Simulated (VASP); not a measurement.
A run of VASP 6.6.1 is set up as follows.

Contents of INCAR:

```
  PREC = Accurate
  ENCUT = 600
  EDIFF = 1E-6
  ISMEAR = 0
  SIGMA = 0.1
  LREAL = F
  LASPH = T
  NELM = 100
  ALGO = Normal
  ISIF = 3
  LWAVE = F
  LCHARG = F
  GGA = PE
  IBRION = 2
  NSW = 90
  EDIFFG = -0.04
```

File KPOINTS:

```
Automatic mesh
0
Gamma
  6 6 6
```

File POSCAR:

```
In
1.0
    3.0503417368      1.7611156228      4.5607617486
   -3.0503417368      1.7611156228      4.5607617486
    0.0000000000     -3.5222312457      4.5607617486
In
5
Direct
    0.0833333333      0.3755100000      0.7911566667
    0.7911566667      0.0833333333      0.3755100000
    0.3755100000      0.7911566667      0.0833333333
    0.0194333333      0.0194333333      0.0194333333
    0.4583333333      0.4583333333      0.4583333333
```

Potentials or basis: VASP PAW PBE potentials, release 64 (In_d).

Command:

```console
$ cat potpaw_PBE.64/In_d/POTCAR > POTCAR
$ mpirun -np 1 vasp_std > vasp.out
```

What does it give for the space group after relaxing (to 0.05 Å)?

R3 (No. 146).

What does it give for the relaxed volume?

30.41 Å³/atom.

What does it give for the relaxed cell?

a = 5.343 Å, b = 5.343 Å, c = 5.343 Å, α = 92.71°, β = 92.71°, γ = 92.71°.

Stress tensor (GPa, compression positive):
```
 0.09  0.00  0.00
 0.00  0.09  0.00
 0.00  0.00 -0.01
```
